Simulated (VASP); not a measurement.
# BN (P-1) in VASP: a series of runs

Runs on BN. Level: PBEsol. Tasks: electric field gradients.

Everything below comes from runs of VASP 6.6.1. Logs are shortened: lines on timing, memory, paths and dates and some standing lists are left out, and cuts for length are marked.

## (1) The cell of the first run

The typed cell holds 4 atoms: a = 2.504 Å, b = 2.515 Å, c = 6.661 Å, α = 90.21°, β = 90.57°, γ = 120.43°.

## (2) Electric field gradients, PBEsol (equal xy, yz and zx shear strains of -1 %)

INCAR reads:

```
PREC = Accurate
ENCUT = 520
EDIFF = 1E-8
ISMEAR = -1
SIGMA = 0.03
LREAL = F
LASPH = T
NELM = 60
ALGO = Normal
ISIF = 2
LWAVE = F
LCHARG = F
GGA = PS
LEFG = T
NBANDS = 16
```

KPOINTS reads:

```
Automatic mesh
0
Gamma
  11 11 4
```

POSCAR reads:

```
BN
1.0
    2.5039917043     -0.0125199585     -0.0125199585
   -1.2628384543      2.1747804061     -0.0045826229
   -0.0333060000     -0.0333060000      6.6612000000
B N
2 2
Direct
    0.3333333333      0.6666666667      0.2500000000
    0.6666666667      0.3333333333      0.7500000000
    0.3333333333      0.6666666667      0.7500000000
    0.6666666667      0.3333333333      0.2500000000
```

Potentials or basis: VASP PAW PBE potentials, release 64 (B, N).

Launch:

```
$ cat potpaw_PBE.64/B/POTCAR potpaw_PBE.64/N/POTCAR > POTCAR
$ mpirun -np 1 vasp_std > vasp.out
```

OUTCAR:

```text
PREC = Accurate
   ENCUT = 520
   EDIFF = 1E-8
   ISMEAR = -1
   LREAL = F
   LASPH = T
   NELM = 60
   ISIF = 2
   GGA = PS

 ion  position               nearest neighbor table
   1  0.333  0.667  0.250-   4 1.44   4 1.45   4 1.45
   2  0.667  0.333  0.750-   3 1.44   3 1.45   3 1.45
   3  0.333  0.667  0.750-   2 1.44   2 1.45   2 1.45
   4  0.667  0.333  0.250-   1 1.44   1 1.45   1 1.45

  LATTYP: Found a triclinic cell.
 ALAT       =     2.4932156207
 B/A-ratio  =     1.0043472704
 C/A-ratio  =     2.6717972054
 COS(alpha) =     0.0099745013
 COS(beta)  =     0.0136846555
 COS(gamma) =     0.4934979113

  Lattice vectors:

 A1 = (   1.2411532500,   2.1622604476,  -0.0171025814)
 A2 = (   2.5039917043,  -0.0125199585,  -0.0125199585)
 A3 = (   0.0333060000,   0.0333060000,  -6.6612000000)

Analysis of symmetry for initial positions (statically):
=====================================================================
 Subroutine PRICEL returns:
 Original cell was already a primitive cell.

 Routine SETGRP: Setting up the symmetry group for a
 triclinic supercell.

 Subroutine GETGRP returns: Found  2 space group operations
 (whereof  2 operations were pure point group operations)
 out of a pool of  2 trial point group operations.

The static configuration has the point symmetry S_2 .

Analysis of symmetry for dynamics (positions and initial velocities):
=====================================================================
 Subroutine PRICEL returns:
 Original cell was already a primitive cell.

 Routine SETGRP: Setting up the symmetry group for a
 triclinic supercell.

 Subroutine GETGRP returns: Found  2 space group operations
 (whereof  2 operations were pure point group operations)
 out of a pool of  2 trial point group operations.

The dynamic configuration has the point symmetry S_2 .

 Subroutine INISYM returns: Found  2 space group operations
 (whereof  2 operations are pure point group operations),
 and found     1 'primitive' translations

----------------------------------------------------------------------------------------

                                     Primitive cell

  volume of cell :      36.1673

  direct lattice vectors                    reciprocal lattice vectors
     2.503991704 -0.012519958 -0.012519958     0.400541126  0.232590492  0.003165658
    -1.262838454  2.174780406 -0.004582623     0.002317423  0.461167090  0.002317423
    -0.033306000 -0.033306000  6.661200000     0.000754425  0.000754425  0.150130645

  length of vectors
     2.504054303  2.514846273  6.661366528     0.463186304  0.461178735  0.150134436

  position of ions in fractional coordinates (direct lattice)
     0.333333333  0.666666667  0.250000000
     0.666666667  0.333333333  0.750000000
     0.333333333  0.666666667  0.750000000
     0.666666667  0.333333333  0.250000000

  ion indices of the primitive-cell ions
   primitive index   ion index
                 1           1
                 2           2
                 3           3
                 4           4

----------------------------------------------------------------------------------------

 KPOINTS: Automatic mesh

Automatic generation of k-mesh.
 Grid dimensions read from file:
 generate k-points for:   11   11    4

 Generating k-lattice:

  Cartesian coordinates                     Fractional coordinates (reciprocal lattice)
     0.036412830  0.021144590  0.000287787     0.090909091 -0.000000000 -0.000000000
     0.000210675  0.041924281  0.000210675     0.000000000  0.090909091  0.000000000
     0.000188606  0.000188606  0.037532661     0.000000000  0.000000000  0.250000000

  Length of vectors
     0.042107846  0.041925340  0.037533609

  Shift w.r.t. Gamma in fractional coordinates (k-lattice)
     0.000000000  0.000000000  0.000000000

 Subroutine IBZKPT returns following result:
 ===========================================

 Found    243 irreducible k-points:

 Following reciprocal coordinates:
            Coordinates               Weight
  0.000000  0.000000  0.000000      1.000000
  0.090909 -0.000000  0.000000      2.000000
  0.181818 -0.000000 -0.000000      2.000000
  0.272727  0.000000 -0.000000      2.000000
  0.363636  0.000000 -0.000000      2.000000
  0.454545  0.000000 -0.000000      2.000000
[... 16 lines left out ...]
  0.454545  0.181818  0.000000      2.000000
 -0.454545  0.181818 -0.000000      2.000000
 [... further k-points ...]
   k-points           NKPTS =    243   k-points in BZ     NKDIM =    243   number of bands    NBANDS=     16
   number of dos      NEDOS =    301   number of ions     NIONS =      4
   total plane-waves  NPLWV =  20000
   dimension x,y,z NGX =    20 NGY =   20 NGZ =   50
   dimension x,y,z NGXF=    40 NGYF=   40 NGZF=  100
   ions per type =               2   2
   NGX,Y,Z   is equivalent  to a cutoff of  13.28, 13.22, 12.48 a.u.
   NGXF,Y,Z  is equivalent  to a cutoff of  26.56, 26.44, 24.96 a.u.
 SYSTEM =  unknown system
   PREC   = accura    normal or accurate (medium, high low for compatibility)
   ISTART =      0    job   : 0-new  1-cont  2-samecut
   ICHARG =      2    charge: 1-file 2-atom 10-const
   ISPIN  =      1    spin polarized calculation?
   LNONCOLLINEAR =      F non collinear calculations
   LSORBIT =      F    spin-orbit coupling
   LASPH  =      T    aspherical Exc in radial PAW
   ENCUT  =  520.0 eV  38.22 Ry    6.18 a.u.   4.66  4.68 12.39*2*pi/ulx,y,z
   NELM   =     60;   NELMIN=  2; NELMDL= -5     # of ELM steps
   EDIFF  = 0.1E-07   stopping-criterion for ELM
   LREAL  =      F    real-space projection
   EDIFFG = 0.1E-06   stopping-criterion for IOM
   NSW    =      0    number of steps for IOM
   IBRION =     -1    ionic relax: 0-MD 1-quasi-New 2-CG
   NFREE  =      0    steps in history (QN), initial steepest desc. (CG)
   ISIF   =      2    stress and relaxation
   ISYM   =      2    0-nonsym 1-usesym 2-fastsym
   POTIM  = 0.5000    time-step for ionic-motion
   TEBEG  =    0.0;   TEEND  =   0.0 temperature during run
   PSTRESS=    0.0 pullay stress
   NELECT =      16.0000    total number of electrons
   NUPDOWN=      -1.0000    fix difference up-down
   EMIN   =  10.00;   EMAX   =-10.00  energy-range for DOS
   EFERMI =   0.00;   METHOD = LEGACY
   ISMEAR =    -1;   SIGMA  =   0.03  broadening in eV -4-tet -1-fermi 0-gaus
   EFERMI_NEDOS =   21; number of points for ismear=-14 and -15
   IALGO  =     38    algorithm
   IMIX   =      4    mixing-type and parameters
     AMIX     =   0.40;   BMIX     =  1.00
     AMIX_MAG =   1.60;   BMIX_MAG =  1.00
  volume/ion in A,a.u.               =       9.04        61.02
  Fermi-wavevector in a.u.,A,eV,Ry     =   1.247411  2.357264 21.171117  1.556033
  Thomas-Fermi vector in A             =   2.381544
   LORBIT       =      0    0 simple, 1 ext, 2 COOP (PROOUT), +10 PAW based schemes
   GGA     = PS    functional components
   LHFCALC =     F    Hartree Fock is set to
   AEXX    =    0.0000 exact exchange contribution
   IVDW    =     0    specifies the selected vdW correction
   LEPSILON=     F    determine dielectric tensor
   LRPA    =     F    only Hartree local field effects (RPA)
 non-spin polarized calculation
  energy-cutoff  :      520.00
  volume of cell :       36.17
 maximum number of plane-waves:       989
   NGX =  9   NGY =  9   NGZ = 25

 number of electron      15.9999998 magnetization

 Free energy of the ion-electron system (eV)
  ---------------------------------------------------
  ext. energy  EPLUGINS =         0.00000000
  ---------------------------------------------------
  free energy    TOTEN  =       -36.56165413 eV

  energy without entropy =      -36.56165413  energy(sigma->0) =      -36.56165413

 E-fermi :   2.8620     XC(G=0): -10.2826

 val. band max:        2.1971269507   @ k =   0.3636   0.2727   0.0000
 cond. band min:       6.3901644768   @ k =   0.4545   0.4545   0.0000
 fundamental gap:      4.1930375262
 Fermi energy:         2.8619891700

 k-point     1 :       0.0000    0.0000    0.0000
  band No.  band energies     occupation
      1     -15.5926      2.00000
      2     -15.2957      2.00000
      3      -4.1147      2.00000
      4      -1.9664      2.00000
      5       0.8354      2.00000
      6       0.8724      2.00000
[... 8 lines left out ...]
     15      14.4256      0.00000
     16      15.1593      0.00000

 k-point     2 :       0.0909   -0.0000    0.0000
  band No.  band energies     occupation
      1     -15.4285      2.00000
      2     -15.1372      2.00000
      3      -3.8894      2.00000
      4      -1.7642      2.00000
      5       0.2276      2.00000
      6       0.2572      2.00000
[... 8 lines left out ...]
     15      14.5659      0.00000
     16      15.0591      0.00000

 k-point     3 :       0.1818   -0.0000   -0.0000
  band No.  band energies     occupation
      1     -14.9468      2.00000
      2     -14.6725      2.00000
      3      -3.2230      2.00000
      4      -1.3923      2.00000
      5      -1.3535      2.00000
      6      -1.1721      2.00000
[... 8 lines left out ...]
     15      16.3222      0.00000
     16      16.3663      0.00000

 k-point     4 :       0.2727    0.0000   -0.0000
  band No.  band energies     occupation
      1     -14.1865      2.00000
      2     -13.9429      2.00000
      3      -3.3889      2.00000
      4      -3.3254      2.00000
      5      -2.1522      2.00000
      6      -1.0348      2.00000
[... 8 lines left out ...]
     15      17.5644      0.00000
     16      18.8371      0.00000
[... 324 lines left out ...]
 k-point    22 :       0.3636    0.1818   -0.0000
  band No.  band energies     occupation
      1     -12.1590      2.00000
      2     -12.0736      2.00000
      3      -6.2204      2.00000
      4      -6.1446      2.00000
      5      -3.5237      2.00000
      6      -3.4493      2.00000
[... 8 lines left out ...]
     15      16.8803      0.00000
     16      19.8656      0.00000

 k-point    23 :       0.4545    0.1818    0.0000
  band No.  band energies     occupation
      1     -12.1690      2.00000
      2     -12.0818      2.00000
      3      -6.2049      2.00000
      4      -6.1286      2.00000
      5      -3.5311      2.00000
      6      -3.4574      2.00000
[... 8 lines left out ...]
     15      16.9345      0.00000
     16      19.8620      0.00000

 k-point    24 :      -0.4545    0.1818   -0.0000
  band No.  band energies     occupation
      1     -12.8983      2.00000
      2     -12.7257      2.00000
      3      -5.1611      2.00000
      4      -5.1138      2.00000
      5      -3.0714      2.00000
      6      -3.0088      2.00000
[... 8 lines left out ...]
     15      16.8117      0.00000
     16      18.9670      0.00000

 [... further k-points ...]

------------------------ aborting loop because EDIFF is reached ----------------------------------------

  FORCE on cell =-STRESS in cart. coord.  units (eV):
  Direction    XX          YY          ZZ          XY          YZ          ZX
  --------------------------------------------------------------------------------------
  -------------------------------------------------------------------------------------
  Total        0.1780603      0.1771408      0.1578831      0.8402245      0.0057632      0.0057033
  in kB        7.8879013      7.8471683      6.9940711     37.2211447      0.2553032      0.2526499
  external PRESSURE =       7.5763803 kB  Pullay stress =       0.0000000 kB

 VOLUME and BASIS-vectors are now :
 -----------------------------------------------------------------------------
  energy-cutoff  :      520.00
  volume of cell :       36.17
      direct lattice vectors                 reciprocal lattice vectors
     2.503991704 -0.012519958 -0.012519958     0.400541126  0.232590492  0.003165658
    -1.262838454  2.174780406 -0.004582623     0.002317423  0.461167090  0.002317423
    -0.033306000 -0.033306000  6.661200000     0.000754425  0.000754425  0.150130645

 POSITION                                       TOTAL-FORCE (eV/Angst)
 -----------------------------------------------------------------------------------
     -0.01555      1.43735      1.65807         0.130399      0.003088     -0.000783
      1.22340      0.69160      4.98603        -0.130399     -0.003088      0.000783
     -0.03221      1.42070      4.98867         0.132220      0.003101     -0.000620
      1.24006      0.70825      1.65543        -0.132220     -0.003101      0.000620
 -----------------------------------------------------------------------------------
    total drift:                                0.000000     -0.000000     -0.000000

  FREE ENERGIE OF THE ION-ELECTRON SYSTEM (eV)
  ---------------------------------------------------
  free  energy   TOTEN  =       -36.5616541273 eV

  energy  without entropy=      -36.5616541273  energy(sigma->0) =      -36.56165413

 Electric field gradients (V/A^2)
---------------------------------------------------------------------
 ion       V_xx      V_yy      V_zz      V_xy      V_xz      V_yz
---------------------------------------------------------------------
   1     -17.333   -17.326    34.659    -0.429     0.264     0.264
   2     -17.333   -17.326    34.659    -0.429     0.264     0.264
   3      -2.077    -2.087     4.164    -1.834    -0.001     0.001
   4      -2.077    -2.087     4.164    -1.834    -0.001     0.001
---------------------------------------------------------------------

 Electric field gradients after diagonalization (V/A^2)
 (convention: |V_zz| > |V_xx| > |V_yy|)
----------------------------------------------------------------------
 ion       V_xx      V_yy      V_zz     asymmetry (V_yy - V_xx)/ V_zz
----------------------------------------------------------------------
   1     -17.761   -16.900    34.661       0.025
   2     -17.761   -16.900    34.661       0.025
   3      -3.916    -0.248     4.164       0.881
   4      -3.916    -0.248     4.164       0.881
----------------------------------------------------------------------

           NMR quadrupolar parameters

 Cq : quadrupolar parameter    Cq=e*Q*V_zz/h
 eta: asymmetry parameters     (V_yy - V_xx)/ V_zz
 Q  : nuclear electric quadrupole moment in mb (millibarn)
----------------------------------------------------------------------
 ion       Cq(MHz)       eta       Q (mb)
----------------------------------------------------------------------
   1       0.084       0.025       1.000
   2       0.084       0.025       1.000
   3       0.010       0.881       1.000
   4       0.010       0.881       1.000
----------------------------------------------------------------------
```

Run time: 58 s. Hardware: 1 thread of Intel Xeon 6975P-C (Granite Rapids), shared host; peak memory 0.23 GiB.

What came out:

- Free energy: -36.5617 eV
- Pressure: 0.8 GPa
- Largest force: 0.132 eV/Å
- Band gap on the k mesh: 4.19 eV (least direct gap 4.59 eV)
- Largest electric field gradient by atom: B +34.7; N +4.2 V/Å²

Forces in eV/Å, atoms in the order of the input:
```
B    0.130  0.003 -0.001
B   -0.130 -0.003  0.001
N    0.132  0.003 -0.001
N   -0.132 -0.003  0.001
```

Levels at points of the mesh, in eV from the valence-band top:
```tsv
k point	band 4	band 5	band 6	band 7	band 8	band 9	band 10	band 11	band 12	band 13
(0.00, 0.00, 0.00)	-4.16	-1.36	-1.32	-1.31	-1.28	5.00	10.11	11.34	11.48	11.56
(0.00, 0.00, 0.50)	-5.36	-1.34	-1.34	-1.30	-1.30	7.39	7.39	11.42	11.42	11.64
```

Electric field gradients, principal values (V/Å²):
```csv
atom,least,middle,greatest (by size)
1 B,-16.900,-17.761,34.661
2 B,-16.900,-17.761,34.661
3 N,-0.248,-3.916,4.164
4 N,-0.248,-3.916,4.164
```

Caveat: the cell differs from its parent crystal (equal xy, yz and zx shear strains of -1 %); without QUAD_EFG the Cq values of the log hold for a quadrupole moment of 1 mb, not for the nuclei; the PAW data sets were made with another functional, which shifts forces and pressure a little. A k mesh can miss the band edges.

(Part 1 of 3 ends here.)
